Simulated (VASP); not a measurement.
# Al3GaN4 (R3m) in VASP: further runs

Runs on Al3GaN4. Level: PBEsol. Tasks: single point.

All numbers are computed with VASP 6.6.1; they aren't measurements. Logs are shortened: lines on timing, memory, paths and dates and some standing lists are left out, and cuts for length are marked.

**1. The cell of the first run**

Symmetry: R3m, No. 160, trigonal system. The conventional cell has a = 5.827 Å, b = 5.827 Å, c = 8.397 Å, α = 90.00°, β = 90.00°, γ = 120.00°. Al (site symmetry m) has 4 N at 1.81 to 2.08 Å within 2.4 Å. Within 2.5 Å of Ga (site symmetry 3m) lie 4 N at 1.86 to 2.14 Å. Within 2.4 Å of N (site symmetry m) lie 3 Al at 1.81 to 2.08 Å and 1 Ga at 1.86 Å. Within 2.4 Å of N (site symmetry 3m) lie 3 Al at 1.81 Å and 1 Ga at 2.14 Å.

**2. Single point, PBEsol**

The input, INCAR:

```
  PREC = Accurate
  ENCUT = 520
  EDIFF = 1E-6
  ISMEAR = 0
  SIGMA = 0.05
  LREAL = F
  LASPH = T
  NELM = 100
  ALGO = Normal
  ISIF = 2
  LWAVE = F
  LCHARG = F
  GGA = PS
  NBANDS = 31
```

The input, KPOINTS:

```
regular mesh
0
Gamma
  6 6 6
```

The input, POSCAR:

```
Al3GaN4
1.0
    4.3630472571      0.2423915143      0.2423915143
    0.2423915143      4.3630472571      0.2423915143
    0.2423915143      0.2423915143      4.3630472571
Al Ga N
3 1 4
Direct
    0.5000000000      0.5000000000      0.0000000000
    0.5000000000      0.0000000000      0.5000000000
    0.0000000000      0.5000000000      0.5000000000
    0.0000000000      0.0000000000      0.0000000000
    0.7447140287      0.7447140287      0.2552859713
    0.7447140287      0.2552859713      0.7447140287
    0.2552859713      0.7447140287      0.7447140287
    0.2552859713      0.2552859713      0.2552859713
```

Potentials or basis: VASP PAW PBE potentials, release 64 (Al, Ga_d, N).

Started as:

```bash
$ cat potpaw_PBE.64/Al/POTCAR potpaw_PBE.64/Ga_d/POTCAR potpaw_PBE.64/N/POTCAR > POTCAR
$ mpirun -np 1 vasp_std > vasp.out
```

OUTCAR:

```text
PREC = Accurate
   ENCUT = 520
   EDIFF = 1E-6
   ISMEAR = 0
   LREAL = F
   LASPH = T
   NELM = 100
   ISIF = 2
   GGA = PS

 ion  position               nearest neighbor table
   1  0.500  0.500  0.000-   8 1.81   7 1.81   6 1.81   5 2.08   2 2.91   3 2.91   2 2.91   4 2.91
                             3 2.91   4 2.91   2 3.27   2 3.27   3 3.27   3 3.27
   2  0.500  0.000  0.500-   8 1.81   7 1.81   5 1.81   6 2.08   1 2.91   4 2.91   1 2.91   3 2.91
                             3 2.91   4 2.91   1 3.27   1 3.27   3 3.27   3 3.27
   3  0.000  0.500  0.500-   8 1.81   6 1.81   5 1.81   7 2.08   1 2.91   4 2.91   2 2.91   4 2.91
                             1 2.91   2 2.91   1 3.27   2 3.27   1 3.27   2 3.27
   4  0.000  0.000  0.000-   5 1.86   6 1.86   7 1.86   8 2.14   2 2.91   3 2.91   1 2.91   3 2.91
                             1 2.91   2 2.91
   5  0.745  0.745  0.255-   2 1.81   3 1.81   4 1.86   1 2.08
   6  0.745  0.255  0.745-   1 1.81   3 1.81   4 1.86   2 2.08
   7  0.255  0.745  0.745-   1 1.81   2 1.81   4 1.86   3 2.08
   8  0.255  0.255  0.255-   1 1.81   2 1.81   3 1.81   4 2.14

  LATTYP: Found a trigonal (rhomboedric) cell.
 ALAT       =     4.3764927351
 COS(alpha) =     0.1134969325

  Lattice vectors:

 A1 = (   4.3630472571,   0.2423915143,   0.2423915143)
 A2 = (   0.2423915143,   4.3630472571,   0.2423915143)
 A3 = (   0.2423915143,   0.2423915143,   4.3630472571)

Analysis of symmetry for initial positions (statically):
=====================================================================
 Subroutine PRICEL returns:
 Original cell was already a primitive cell.

 Routine SETGRP: Setting up the symmetry group for a
 trigonal (rhombohedral) supercell.

 Subroutine GETGRP returns: Found  6 space group operations
 (whereof  6 operations were pure point group operations)
 out of a pool of 12 trial point group operations.

The static configuration has the point symmetry C_3v.

Analysis of symmetry for dynamics (positions and initial velocities):
=====================================================================
 Subroutine PRICEL returns:
 Original cell was already a primitive cell.

 Routine SETGRP: Setting up the symmetry group for a
 trigonal (rhombohedral) supercell.

 Subroutine GETGRP returns: Found  6 space group operations
 (whereof  6 operations were pure point group operations)
 out of a pool of 12 trial point group operations.

The dynamic configuration has the point symmetry C_3v.

 Subroutine INISYM returns: Found  6 space group operations
 (whereof  6 operations are pure point group operations),
 and found     1 'primitive' translations

----------------------------------------------------------------------------------------

                                     Primitive cell

  volume of cell :      82.3152

  direct lattice vectors                    reciprocal lattice vectors
     4.363047257  0.242391514  0.242391514     0.230545830 -0.012133991 -0.012133991
     0.242391514  4.363047257  0.242391514    -0.012133991  0.230545830 -0.012133991
     0.242391514  0.242391514  4.363047257    -0.012133991 -0.012133991  0.230545830

  length of vectors
     4.376492735  4.376492735  4.376492735     0.231183579  0.231183579  0.231183579

  position of ions in fractional coordinates (direct lattice)
     0.500000000  0.500000000  0.000000000
     0.500000000  1.000000000  0.500000000
     1.000000000  0.500000000  0.500000000
     0.000000000  0.000000000  0.000000000
     0.744714029  0.744714029  0.255285971
     0.744714029  0.255285971  0.744714029
     0.255285971  0.744714029  0.744714029
     0.255285971  0.255285971  0.255285971

  ion indices of the primitive-cell ions
   primitive index   ion index
                 1           1
                 2           2
                 3           3
                 4           4
                 5           5
                 6           6
                 7           7
                 8           8

----------------------------------------------------------------------------------------

 KPOINTS: regular mesh

Automatic generation of k-mesh.
 Grid dimensions read from file:
 generate k-points for:    6    6    6

 Generating k-lattice:

  Cartesian coordinates                     Fractional coordinates (reciprocal lattice)
     0.038424305 -0.002022332 -0.002022332     0.166666667  0.000000000  0.000000000
    -0.002022332  0.038424305 -0.002022332     0.000000000  0.166666667  0.000000000
    -0.002022332 -0.002022332  0.038424305     0.000000000  0.000000000  0.166666667

  Length of vectors
     0.038530597  0.038530597  0.038530597

  Shift w.r.t. Gamma in fractional coordinates (k-lattice)
     0.000000000  0.000000000  0.000000000

 Subroutine IBZKPT returns following result:
 ===========================================

 Found     32 irreducible k-points:

 Following reciprocal coordinates:
            Coordinates               Weight
  0.000000  0.000000  0.000000      1.000000
  0.166667 -0.000000  0.000000      6.000000
  0.333333 -0.000000  0.000000      6.000000
  0.500000  0.000000  0.000000      3.000000
  0.166667  0.166667 -0.000000      6.000000
  0.333333  0.166667 -0.000000     12.000000
[... 16 lines left out ...]
  0.500000  0.500000  0.166667      6.000000
 -0.333333  0.500000  0.166667     12.000000
 [... further k-points ...]
   k-points           NKPTS =     32   k-points in BZ     NKDIM =     32   number of bands    NBANDS=     31
   number of dos      NEDOS =    301   number of ions     NIONS =      8
   total plane-waves  NPLWV =  46656
   dimension x,y,z NGX =    36 NGY =   36 NGZ =   36
   dimension x,y,z NGXF=    72 NGYF=   72 NGZF=   72
   ions per type =               3   1   4
   NGX,Y,Z   is equivalent  to a cutoff of  13.67, 13.67, 13.67 a.u.
   NGXF,Y,Z  is equivalent  to a cutoff of  27.35, 27.35, 27.35 a.u.
 SYSTEM =  unknown system
   PREC   = accura    normal or accurate (medium, high low for compatibility)
   ISTART =      0    job   : 0-new  1-cont  2-samecut
   ICHARG =      2    charge: 1-file 2-atom 10-const
   ISPIN  =      1    spin polarized calculation?
   LNONCOLLINEAR =      F non collinear calculations
   LSORBIT =      F    spin-orbit coupling
   LASPH  =      T    aspherical Exc in radial PAW
   ENCUT  =  520.0 eV  38.22 Ry    6.18 a.u.   8.14  8.14  8.14*2*pi/ulx,y,z
   NELM   =    100;   NELMIN=  2; NELMDL= -5     # of ELM steps
   EDIFF  = 0.1E-05   stopping-criterion for ELM
   LREAL  =      F    real-space projection
   EDIFFG = 0.1E-04   stopping-criterion for IOM
   NSW    =      0    number of steps for IOM
   IBRION =     -1    ionic relax: 0-MD 1-quasi-New 2-CG
   NFREE  =      0    steps in history (QN), initial steepest desc. (CG)
   ISIF   =      2    stress and relaxation
   ISYM   =      2    0-nonsym 1-usesym 2-fastsym
   POTIM  = 0.5000    time-step for ionic-motion
   TEBEG  =    0.0;   TEEND  =   0.0 temperature during run
   PSTRESS=    0.0 pullay stress
   NELECT =      42.0000    total number of electrons
   NUPDOWN=      -1.0000    fix difference up-down
   EMIN   =  10.00;   EMAX   =-10.00  energy-range for DOS
   EFERMI =   0.00;   METHOD = LEGACY
   ISMEAR =     0;   SIGMA  =   0.05  broadening in eV -4-tet -1-fermi 0-gaus
   EFERMI_NEDOS =   21; number of points for ismear=-14 and -15
   IALGO  =     38    algorithm
   IMIX   =      4    mixing-type and parameters
     AMIX     =   0.40;   BMIX     =  1.00
     AMIX_MAG =   1.60;   BMIX_MAG =  1.00
  volume/ion in A,a.u.               =      10.29        69.44
  Fermi-wavevector in a.u.,A,eV,Ry     =   1.308171  2.472085 23.283810  1.711312
  Thomas-Fermi vector in A             =   2.438856
   LORBIT       =      0    0 simple, 1 ext, 2 COOP (PROOUT), +10 PAW based schemes
   GGA     = PS    functional components
   LHFCALC =     F    Hartree Fock is set to
   AEXX    =    0.0000 exact exchange contribution
   IVDW    =     0    specifies the selected vdW correction
   LEPSILON=     F    determine dielectric tensor
   LRPA    =     F    only Hartree local field effects (RPA)
 non-spin polarized calculation
 Gauss-broadening in eV      SIGMA  =   0.05
  energy-cutoff  :      520.00
  volume of cell :       82.32
 maximum number of plane-waves:      2232
 NGX is ok and might be reduce to    36
   NGX = 17   NGY = 17   NGZ = 17

 number of electron      42.0000016 magnetization

 Free energy of the ion-electron system (eV)
  ---------------------------------------------------
  ext. energy  EPLUGINS =         0.00000000
  ---------------------------------------------------
  free energy    TOTEN  =       -57.87117357 eV

  energy without entropy =      -57.87117357  energy(sigma->0) =      -57.87117357

 E-fermi :   6.6590     XC(G=0): -11.4988

 val. band max:        6.3723956618   @ k =   0.0000   0.0000   0.0000
 cond. band min:       8.7273015053   @ k =   0.0000   0.0000   0.0000
 fundamental gap:      2.3549058435
 Fermi energy:         6.6589943796

 k-point     1 :       0.0000    0.0000    0.0000
  band No.  band energies     occupation
      1      -9.4845      2.00000
      2      -7.7186      2.00000
      3      -7.7186      2.00000
      4      -7.1830      2.00000
      5      -6.6537      2.00000
      6      -6.6537      2.00000
[... 23 lines left out ...]
     30      18.3645      0.00000
     31      18.6615      0.00000

 k-point     2 :       0.1667   -0.0000    0.0000
  band No.  band energies     occupation
      1      -9.3500      2.00000
      2      -7.7640      2.00000
      3      -7.7252      2.00000
      4      -7.2200      2.00000
      5      -6.6519      2.00000
      6      -6.6482      2.00000
[... 23 lines left out ...]
     30      18.1025      0.00000
     31      18.3075      0.00000

 k-point     3 :       0.3333   -0.0000    0.0000
  band No.  band energies     occupation
      1      -8.9732      2.00000
      2      -7.9642      2.00000
      3      -7.7381      2.00000
      4      -7.3156      2.00000
      5      -6.6482      2.00000
      6      -6.6321      2.00000
[... 703 lines left out ...]
     30      16.8166      0.00000
     31      17.0081      0.00000

 k-point    24 :      -0.3333    0.5000    0.1667
  band No.  band energies     occupation
      1      -8.2571      2.00000
      2      -7.9998      2.00000
      3      -7.8936      2.00000
      4      -7.3987      2.00000
      5      -6.6278      2.00000
      6      -6.6117      2.00000
[... 23 lines left out ...]
     30      17.0343      0.00000
     31      17.2874      0.00000

 [... further k-points ...]

------------------------ aborting loop because EDIFF is reached ----------------------------------------

  FORCE on cell =-STRESS in cart. coord.  units (eV):
  Direction    XX          YY          ZZ          XY          YZ          ZX
  --------------------------------------------------------------------------------------
  -------------------------------------------------------------------------------------
  Total        7.9011282      7.9011282      7.9011282    -11.7747481    -11.7747481    -11.7747481
  in kB      153.7869972    153.7869972    153.7869972   -229.1828600   -229.1828600   -229.1828600
  external PRESSURE =     153.7869972 kB  Pullay stress =       0.0000000 kB

 VOLUME and BASIS-vectors are now :
 -----------------------------------------------------------------------------
  energy-cutoff  :      520.00
  volume of cell :       82.32
      direct lattice vectors                 reciprocal lattice vectors
     4.363047257  0.242391514  0.242391514     0.230545830 -0.012133991 -0.012133991
     0.242391514  4.363047257  0.242391514    -0.012133991  0.230545830 -0.012133991
     0.242391514  0.242391514  4.363047257    -0.012133991 -0.012133991  0.230545830

 POSITION                                       TOTAL-FORCE (eV/Angst)
 -----------------------------------------------------------------------------------
      2.30272      2.30272      0.24239         0.588046      0.588046      0.606325
      2.30272      0.24239      2.30272         0.588046      0.606325      0.588046
      0.24239      2.30272      2.30272         0.606325      0.588046      0.588046
      0.00000      0.00000      0.00000         0.611942      0.611942      0.611942
      3.49161      3.49161      1.47485        -0.624868     -0.624868     -0.680270
      3.49161      1.47485      3.49161        -0.624868     -0.680270     -0.624868
      1.47485      3.49161      3.49161        -0.680270     -0.624868     -0.624868
      1.23758      1.23758      1.23758        -0.464352     -0.464352     -0.464352
 -----------------------------------------------------------------------------------
    total drift:                                0.000935      0.000935      0.000935

  FREE ENERGIE OF THE ION-ELECTRON SYSTEM (eV)
  ---------------------------------------------------
  free  energy   TOTEN  =       -57.8711735702 eV

  energy  without entropy=      -57.8711735702  energy(sigma->0) =      -57.87117357
```

It took 69 s on 1 thread of Intel Xeon 6975P-C, shared host; peak memory 0.24 GiB.

What came out:

* Free energy: -57.8712 eV
* Pressure: 15.4 GPa
* Largest force: 1.115 eV/Å
* Band gap on the k mesh: 2.35 eV, direct

Forces in eV/Å, atoms in the order of the input:
```
Al   0.588  0.588  0.606
Al   0.588  0.606  0.588
Al   0.606  0.588  0.588
Ga   0.612  0.612  0.612
N   -0.625 -0.625 -0.680
N   -0.625 -0.680 -0.625
N   -0.680 -0.625 -0.625
N   -0.464 -0.464 -0.464
```

Stress tensor (GPa, compression positive):
```
 15.38 -22.92 -22.92
-22.92  15.38 -22.92
-22.92 -22.92  15.38
```

Caveat: the PAW data sets were made with another functional, which shifts forces and pressure a little.

(Part 1 of 2 ends here.)
